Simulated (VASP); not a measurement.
# MgO2 (R-3m) in VASP: further runs

The runs below take MgO2 through single point, with PBEsol.

Program: VASP 6.6.1. These are calculated values, not measurements. Logs are shortened: lines on timing, memory, paths and dates and some standing lists are left out, and cuts for length are marked.

### 1 The cell of the first run

The structure is trigonal, space group R-3m (No. 166). Conventional cell: a = 3.466 Å, b = 3.466 Å, c = 11.320 Å, α = 90.00°, β = 90.00°, γ = 120.00°. Mg (site symmetry -3m) has 6 O at 2.27 Å within 3.0 Å. Within 2.1 Å of O (site symmetry 3m) lie 1 O at 1.61 Å.

### 2 Single point, PBEsol (strain +0.080 along x and y, +0.080 along z)

INCAR

```
PREC = Accurate ; ENCUT = 840
EDIFF = 1E-6 ; ISMEAR = 0
SIGMA = 0.05 ; LREAL = False
LASPH = True ; NELM = 120
ALGO = Normal ; ISIF = 2
LWAVE = False ; LCHARG = False
GGA = PS ; NBANDS = 18
GGA_COMPAT = False
```

KPOINTS

```
Automatic mesh
0
Gamma
  12 12 12
```

POSCAR

```
MgO2
1.0
    1.7331418973      1.0006299410      3.7734971849
   -1.7331418973      1.0006299410      3.7734971849
    0.0000000000     -2.0012598819      3.7734971849
Mg O
1 2
Direct
    0.0000000000      0.0000000000      0.0000000000
    0.4287860000      0.4287860000      0.4287860000
    0.5712140000      0.5712140000      0.5712140000
```

Potentials or basis: VASP PAW PBE potentials, release 64 (Mg_sv, O).

The run is started by

```sh
$ cat potpaw_PBE.64/Mg_sv/POTCAR potpaw_PBE.64/O/POTCAR > POTCAR
$ mpirun -np 1 vasp_std > vasp.out
```

OUTCAR:

```text
PREC = Accurate
   ENCUT = 840
   EDIFF = 1E-6
   ISMEAR = 0
   LREAL = False
   LASPH = True
   NELM = 120
   ISIF = 2
   GGA = PS

 ion  position               nearest neighbor table
   1  0.000  0.000  0.000-
   2  0.429  0.429  0.429-   3 1.61
   3  0.571  0.571  0.571-   2 1.61

  LATTYP: Found a trigonal (rhomboedric) cell.
 ALAT       =     4.2713372753
 COS(alpha) =     0.6707160928

  Lattice vectors:

 A1 = (   1.7331418973,   1.0006299410,   3.7734971849)
 A2 = (  -1.7331418973,   1.0006299410,   3.7734971849)
 A3 = (   0.0000000000,  -2.0012598819,   3.7734971849)

Analysis of symmetry for initial positions (statically):
=====================================================================
 Subroutine PRICEL returns:
 Original cell was already a primitive cell.

 Routine SETGRP: Setting up the symmetry group for a
 trigonal (rhombohedral) supercell.

 Subroutine GETGRP returns: Found 12 space group operations
 (whereof 12 operations were pure point group operations)
 out of a pool of 12 trial point group operations.

The static configuration has the point symmetry D_3d.

Analysis of symmetry for dynamics (positions and initial velocities):
=====================================================================
 Subroutine PRICEL returns:
 Original cell was already a primitive cell.

 Routine SETGRP: Setting up the symmetry group for a
 trigonal (rhombohedral) supercell.

 Subroutine GETGRP returns: Found 12 space group operations
 (whereof 12 operations were pure point group operations)
 out of a pool of 12 trial point group operations.

The dynamic configuration has the point symmetry D_3d.

 Subroutine INISYM returns: Found 12 space group operations
 (whereof 12 operations are pure point group operations),
 and found     1 'primitive' translations

----------------------------------------------------------------------------------------

                                     Primitive cell

  volume of cell :      39.2648

  direct lattice vectors                    reciprocal lattice vectors
     1.733141897  1.000629941  3.773497185     0.288493401  0.166561743  0.088335387
    -1.733141897  1.000629941  3.773497185    -0.288493401  0.166561743  0.088335387
     0.000000000 -2.001259882  3.773497185     0.000000000 -0.333123485  0.088335387

  length of vectors
     4.271337275  4.271337275  4.271337275     0.344636616  0.344636616  0.344636616

  position of ions in fractional coordinates (direct lattice)
     0.000000000  0.000000000  0.000000000
     0.428786000  0.428786000  0.428786000
     0.571214000  0.571214000  0.571214000

  ion indices of the primitive-cell ions
   primitive index   ion index
                 1           1
                 2           2
                 3           3

----------------------------------------------------------------------------------------

 KPOINTS: Automatic mesh

Automatic generation of k-mesh.
 Grid dimensions read from file:
 generate k-points for:   12   12   12

 Generating k-lattice:

  Cartesian coordinates                     Fractional coordinates (reciprocal lattice)
     0.024041117  0.013880145  0.007361282     0.083333333 -0.000000000  0.000000000
    -0.024041117  0.013880145  0.007361282    -0.000000000  0.083333333  0.000000000
     0.000000000 -0.027760290  0.007361282    -0.000000000 -0.000000000  0.083333333

  Length of vectors
     0.028719718  0.028719718  0.028719718

  Shift w.r.t. Gamma in fractional coordinates (k-lattice)
     0.000000000  0.000000000  0.000000000

 Subroutine IBZKPT returns following result:
 ===========================================

 Found    189 irreducible k-points:

 Following reciprocal coordinates:
            Coordinates               Weight
  0.000000  0.000000  0.000000      1.000000
  0.083333 -0.000000  0.000000      6.000000
  0.166667 -0.000000 -0.000000      6.000000
  0.250000 -0.000000  0.000000      6.000000
  0.333333  0.000000 -0.000000      6.000000
  0.416667 -0.000000  0.000000      6.000000
[... 16 lines left out ...]
  0.500000  0.166667 -0.000000     12.000000
 -0.416667  0.166667  0.000000     12.000000
 [... further k-points ...]
   k-points           NKPTS =    189   k-points in BZ     NKDIM =    189   number of bands    NBANDS=     18
   number of dos      NEDOS =    301   number of ions     NIONS =      3
   total plane-waves  NPLWV =  64000
   dimension x,y,z NGX =    40 NGY =   40 NGZ =   40
   dimension x,y,z NGXF=    80 NGYF=   80 NGZF=   80
   ions per type =               1   2
   NGX,Y,Z   is equivalent  to a cutoff of  15.57, 15.57, 15.57 a.u.
   NGXF,Y,Z  is equivalent  to a cutoff of  31.14, 31.14, 31.14 a.u.
 SYSTEM =  unknown system
   PREC   = accura    normal or accurate (medium, high low for compatibility)
   ISTART =      0    job   : 0-new  1-cont  2-samecut
   ICHARG =      2    charge: 1-file 2-atom 10-const
   ISPIN  =      1    spin polarized calculation?
   LNONCOLLINEAR =      F non collinear calculations
   LSORBIT =      F    spin-orbit coupling
   LASPH  =      T    aspherical Exc in radial PAW
   ENCUT  =  840.0 eV  61.74 Ry    7.86 a.u.  10.09 10.09 10.09*2*pi/ulx,y,z
   NELM   =    120;   NELMIN=  2; NELMDL= -5     # of ELM steps
   EDIFF  = 0.1E-05   stopping-criterion for ELM
   LREAL  =      F    real-space projection
   EDIFFG = 0.1E-04   stopping-criterion for IOM
   NSW    =      0    number of steps for IOM
   IBRION =     -1    ionic relax: 0-MD 1-quasi-New 2-CG
   NFREE  =      0    steps in history (QN), initial steepest desc. (CG)
   ISIF   =      2    stress and relaxation
   ISYM   =      2    0-nonsym 1-usesym 2-fastsym
   POTIM  = 0.5000    time-step for ionic-motion
   TEBEG  =    0.0;   TEEND  =   0.0 temperature during run
   PSTRESS=    0.0 pullay stress
   NELECT =      22.0000    total number of electrons
   NUPDOWN=      -1.0000    fix difference up-down
   EMIN   =  10.00;   EMAX   =-10.00  energy-range for DOS
   EFERMI =   0.00;   METHOD = LEGACY
   ISMEAR =     0;   SIGMA  =   0.05  broadening in eV -4-tet -1-fermi 0-gaus
   EFERMI_NEDOS =   21; number of points for ismear=-14 and -15
   IALGO  =     38    algorithm
   IMIX   =      4    mixing-type and parameters
     AMIX     =   0.40;   BMIX     =  1.00
     AMIX_MAG =   1.60;   BMIX_MAG =  1.00
  volume/ion in A,a.u.               =      13.09        88.32
  Fermi-wavevector in a.u.,A,eV,Ry     =   1.349630  2.550431 24.783032  1.821501
  Thomas-Fermi vector in A             =   2.477201
   LORBIT       =      0    0 simple, 1 ext, 2 COOP (PROOUT), +10 PAW based schemes
   GGA     = PS    functional components
   LHFCALC =     F    Hartree Fock is set to
   AEXX    =    0.0000 exact exchange contribution
   IVDW    =     0    specifies the selected vdW correction
   LEPSILON=     F    determine dielectric tensor
   LRPA    =     F    only Hartree local field effects (RPA)
 non-spin polarized calculation
 Gauss-broadening in eV      SIGMA  =   0.05
  energy-cutoff  :      840.00
  volume of cell :       39.26
 maximum number of plane-waves:      2187
   NGX = 21   NGY = 21   NGZ = 21

 number of electron      22.0000005 magnetization

 Free energy of the ion-electron system (eV)
  ---------------------------------------------------
  ext. energy  EPLUGINS =         0.00000000
  ---------------------------------------------------
  free energy    TOTEN  =       -16.44415794 eV

  energy without entropy =      -16.44415794  energy(sigma->0) =      -16.44415794

 E-fermi :   0.9213     XC(G=0):  -9.5211

 val. band max:        0.6766220708   @ k =   0.5000   0.5000   0.5000
 cond. band min:       1.7292059038   @ k =   0.5000   0.5000   0.5000
 fundamental gap:      1.0525838330
 Fermi energy:         0.9213072055

 k-point     1 :       0.0000    0.0000    0.0000
  band No.  band energies     occupation
      1     -73.0919      2.00000
      2     -40.0503      2.00000
      3     -40.0298      2.00000
      4     -40.0298      2.00000
      5     -18.6927      2.00000
      6     -13.7933      2.00000
[... 10 lines left out ...]
     17      14.4857      0.00000
     18      14.8356      0.00000

 k-point     2 :       0.0833   -0.0000    0.0000
  band No.  band energies     occupation
      1     -73.0919      2.00000
      2     -40.0502      2.00000
      3     -40.0306      2.00000
      4     -40.0299      2.00000
      5     -18.6718      2.00000
      6     -13.8040      2.00000
[... 10 lines left out ...]
     17      14.6180      0.00000
     18      14.6449      0.00000

 k-point     3 :       0.1667   -0.0000   -0.0000
  band No.  band energies     occupation
      1     -73.0917      2.00000
      2     -40.0500      2.00000
      3     -40.0326      2.00000
      4     -40.0304      2.00000
      5     -18.6138      2.00000
      6     -13.8334      2.00000
[... 10 lines left out ...]
     17      14.0368      0.00000
     18      14.8193      0.00000

 k-point     4 :       0.2500   -0.0000    0.0000
  band No.  band energies     occupation
      1     -73.0916      2.00000
      2     -40.0496      2.00000
      3     -40.0356      2.00000
      4     -40.0311      2.00000
      5     -18.5329      2.00000
      6     -13.8745      2.00000
[... 375 lines left out ...]
      4     -40.0331      2.00000
      5     -18.3866      2.00000
      6     -14.0260      2.00000
[... 10 lines left out ...]
     17      14.0615      0.00000
     18      15.7428      0.00000

 k-point    23 :       0.5000    0.1667   -0.0000
  band No.  band energies     occupation
      1     -73.0913      2.00000
      2     -40.0490      2.00000
      3     -40.0398      2.00000
      4     -40.0339      2.00000
      5     -18.3433      2.00000
      6     -14.0216      2.00000
[... 10 lines left out ...]
     17      13.7628      0.00000
     18      15.8739      0.00000

 k-point    24 :      -0.4167    0.1667    0.0000
  band No.  band energies     occupation
      1     -73.0913      2.00000
      2     -40.0489      2.00000
      3     -40.0403      2.00000
      4     -40.0342      2.00000
      5     -18.3379      2.00000
      6     -13.9910      2.00000
[... 10 lines left out ...]
     17      13.5517      0.00000
     18      15.6702      0.00000

 [... further k-points ...]

------------------------ aborting loop because EDIFF is reached ----------------------------------------

  FORCE on cell =-STRESS in cart. coord.  units (eV):
  Direction    XX          YY          ZZ          XY          YZ          ZX
  --------------------------------------------------------------------------------------
  -------------------------------------------------------------------------------------
  Total       -4.1692885     -4.1692885     -7.4286648      0.0000000     -0.0000000     -0.0000000
  in kB     -170.1255864   -170.1255864   -303.1226923      0.0000000     -0.0000000     -0.0000000
  external PRESSURE =    -214.4579550 kB  Pullay stress =       0.0000000 kB

 VOLUME and BASIS-vectors are now :
 -----------------------------------------------------------------------------
  energy-cutoff  :      840.00
  volume of cell :       39.26
      direct lattice vectors                 reciprocal lattice vectors
     1.733141897  1.000629941  3.773497185     0.288493401  0.166561743  0.088335387
    -1.733141897  1.000629941  3.773497185    -0.288493401  0.166561743  0.088335387
     0.000000000 -2.001259882  3.773497185     0.000000000 -0.333123485  0.088335387

 POSITION                                       TOTAL-FORCE (eV/Angst)
 -----------------------------------------------------------------------------------
      0.00000      0.00000      0.00000         0.000000     -0.000000      0.000000
      0.00000      0.00000      4.85407        -0.000000      0.000000      1.003164
      0.00000      0.00000      6.46642        -0.000000     -0.000000     -1.003164
 -----------------------------------------------------------------------------------
    total drift:                                0.000000     -0.000000      0.000000

  FREE ENERGIE OF THE ION-ELECTRON SYSTEM (eV)
  ---------------------------------------------------
  free  energy   TOTEN  =       -16.4441579394 eV

  energy  without entropy=      -16.4441579394  energy(sigma->0) =      -16.44415794
```

Wall time 2.2 min (1 thread of Intel Xeon 6975P-C (Granite Rapids), shared host); peak memory 0.4 GiB.

Results:

* Free energy: -16.4442 eV
* Pressure: -21.4 GPa
* Largest force: 1.003 eV/Å
* Band gap on the k mesh: 1.05 eV

Forces in eV/Å, atoms in the order of the input:
```
Mg   0.000  0.000  0.000
O    0.000  0.000  1.003
O    0.000  0.000 -1.003
```

Caveat: the cell differs from its parent crystal (strain +0.080 along x and y, +0.080 along z); the stress differs along the axes, from -30 to -17 GPa; the PAW data sets were made with another functional, which shifts forces and pressure a little. A k mesh can miss the band edges.

### 3 Single point, PBEsol (strain +0.000 along x and y, -0.080 along z)

INCAR

```
SYSTEM = MgO2
  PREC = Accurate
  ENCUT = 840
  EDIFF = 1E-6
  ISMEAR = 0
  SIGMA = 0.05
  LREAL = .FALSE.
  LASPH = .TRUE.
  NELM = 120
  ALGO = Normal
  ISIF = 2
  LWAVE = .FALSE.
  LCHARG = .TRUE.
  GGA = PS
  LELF = .TRUE.
  LVHAR = .TRUE.
  NBANDS = 18
  GGA_COMPAT = .FALSE.
```

KPOINTS

```
Automatic mesh
0
G
  12 12 12
  0 0 0
```

POSCAR

```
MgO2
1.0
    1.6047610160      0.9265092046      3.2144605649
   -1.6047610160      0.9265092046      3.2144605649
    0.0000000000     -1.8530184092      3.2144605649
Mg O
1 2
Direct
    0.0000000000      0.0000000000      0.0000000000
    0.4287860000      0.4287860000      0.4287860000
    0.5712140000      0.5712140000      0.5712140000
```

Potentials or basis: VASP PAW PBE potentials, release 64 (Mg_sv, O).

The run is started by

```sh
$ cat potpaw_PBE.64/Mg_sv/POTCAR potpaw_PBE.64/O/POTCAR > POTCAR
$ mpirun -np 1 vasp_std > vasp.out
```

OUTCAR:

```text
SYSTEM = MgO2
   PREC = Accurate
   ENCUT = 840
   EDIFF = 1E-6
   ISMEAR = 0
   LREAL = .FALSE.
   LASPH = .TRUE.
   NELM = 120
   ISIF = 2
   GGA = PS

 ion  position               nearest neighbor table
   1  0.000  0.000  0.000-   3 2.07   3 2.07   2 2.07   2 2.07   3 2.07   2 2.07
   2  0.429  0.429  0.429-   3 1.37   1 2.07   1 2.07   1 2.07
   3  0.571  0.571  0.571-   2 1.37   1 2.07   1 2.07   1 2.07

  LATTYP: Found a trigonal (rhomboedric) cell.
 ALAT       =     3.7103145349
 COS(alpha) =     0.6258641957

  Lattice vectors:

 A1 = (   1.6047610160,   0.9265092046,   3.2144605649)
 A2 = (  -1.6047610160,   0.9265092046,   3.2144605649)
 A3 = (   0.0000000000,  -1.8530184092,   3.2144605649)

Analysis of symmetry for initial positions (statically):
=====================================================================
 Subroutine PRICEL returns:
 Original cell was already a primitive cell.

 Routine SETGRP: Setting up the symmetry group for a
 trigonal (rhombohedral) supercell.

 Subroutine GETGRP returns: Found 12 space group operations
 (whereof 12 operations were pure point group operations)
 out of a pool of 12 trial point group operations.
[... 159 lines left out ...]
  ext. energy  EPLUGINS =         0.00000000
  ---------------------------------------------------
  free energy    TOTEN  =       -16.89945744 eV

  energy without entropy =      -16.89945744  energy(sigma->0) =      -16.89945744

 E-fermi :   4.0998     XC(G=0): -10.9850

 val. band max:        3.7039194059   @ k =   0.5000   0.5000   0.5000
 cond. band min:       6.8079014223   @ k =   0.3333   0.3333   0.3333
 fundamental gap:      3.1039820164
 Fermi energy:         4.0998107459

 k-point     1 :       0.0000    0.0000    0.0000
  band No.  band energies     occupation
      1     -69.6989      2.00000
      2     -36.7047      2.00000
      3     -36.6225      2.00000
      4     -36.6225      2.00000
      5     -19.6251      2.00000
      6     -10.3969      2.00000
[... 481 lines left out ...]
      5     -19.1136      2.00000
      6     -11.0333      2.00000
[... 10 lines left out ...]
     17      19.3420      0.00000
     18      20.0319      0.00000

 [... further k-points ...]
[... 5 lines left out ...]
  --------------------------------------------------------------------------------------
  -------------------------------------------------------------------------------------
  Total       -0.2172414     -0.2172414      8.3572284      0.0000000     -0.0000000      0.0000000
  in kB      -12.1376232    -12.1376232    466.9317419      0.0000000     -0.0000000      0.0000000
  external PRESSURE =     147.5521652 kB  Pullay stress =       0.0000000 kB

 VOLUME and BASIS-vectors are now :
 -----------------------------------------------------------------------------
  energy-cutoff  :      840.00
  volume of cell :       28.68
      direct lattice vectors                 reciprocal lattice vectors
     1.604761016  0.926509205  3.214460565     0.311572873  0.179886682  0.103698063
    -1.604761016  0.926509205  3.214460565    -0.311572873  0.179886682  0.103698063
     0.000000000 -1.853018409  3.214460565     0.000000000 -0.359773364  0.103698063

 POSITION                                       TOTAL-FORCE (eV/Angst)
 -----------------------------------------------------------------------------------
      0.00000      0.00000      0.00000         0.000000     -0.000000      0.000000
      0.00000      0.00000      4.13495        -0.000000     -0.000000     -3.196897
      0.00000      0.00000      5.50843        -0.000000      0.000000      3.196897
 -----------------------------------------------------------------------------------
    total drift:                               -0.000000      0.000000      0.000000

  FREE ENERGIE OF THE ION-ELECTRON SYSTEM (eV)
  ---------------------------------------------------
  free  energy   TOTEN  =       -16.8994574366 eV

  energy  without entropy=      -16.8994574366  energy(sigma->0) =      -16.89945744
```

OSZICAR:

```text
N       E                     dE             d eps       ncg     rms          rms(c)
DAV:   1     0.228023095639E+03    0.22802E+03   -0.18331E+04  6812   0.195E+03
DAV:   2    -0.863355404360E+01   -0.23666E+03   -0.22994E+03  8138   0.461E+02
DAV:   3    -0.183153212008E+02   -0.96818E+01   -0.96327E+01  9168   0.910E+01
DAV:   4    -0.184857154114E+02   -0.17039E+00   -0.17027E+00  8220   0.114E+01
DAV:   5    -0.184894144496E+02   -0.36990E-02   -0.36989E-02  8350   0.130E+00    0.966E+00
DAV:   6    -0.170662136059E+02    0.14232E+01   -0.26637E+00  7442   0.116E+01    0.420E+00
DAV:   7    -0.169101774227E+02    0.15604E+00   -0.32779E-01  8922   0.447E+00    0.179E+00
DAV:   8    -0.168986380808E+02    0.11539E-01   -0.60734E-02  7184   0.221E+00    0.273E-01
DAV:   9    -0.168994796480E+02   -0.84157E-03   -0.10192E-02  8174   0.701E-01    0.139E-01
DAV:  10    -0.168994082282E+02    0.71420E-04   -0.13316E-03  7340   0.291E-01    0.352E-02
DAV:  11    -0.168994549635E+02   -0.46735E-04   -0.84574E-05  7530   0.752E-02    0.110E-02
DAV:  12    -0.168994569932E+02   -0.20298E-05   -0.73392E-06  9046   0.199E-02    0.227E-03
DAV:  13    -0.168994574366E+02   -0.44340E-06   -0.50067E-07  5846   0.643E-03
   1 F= -.16899457E+02 E0= -.16899457E+02  d E =-.559475E-31
```

Run time: 2.8 min. Hardware: 1 thread of Intel Xeon Platinum 8375C at 2.90GHz (Ice Lake), shared host; peak memory 0.32 GiB.

What came out:

| Item | Value |
| --- | --- |
| Free energy | -16.8995 eV |
| Pressure | 14.8 GPa |
| Largest force | 3.197 eV/Å |
| Band gap on the k mesh | 3.10 eV (least direct gap 3.36 eV) |

Forces on the atoms (eV/Å):
```
Mg   0.000  0.000  0.000
O    0.000  0.000 -3.197
O    0.000  0.000  3.197
```

Caveat: the cell differs from its parent crystal (strain +0.000 along x and y, -0.080 along z); the stress differs along the axes, from -1 to 47 GPa; the PAW data sets were made with another functional, which shifts forces and pressure a little.

(Continued in part 2 of 2.)
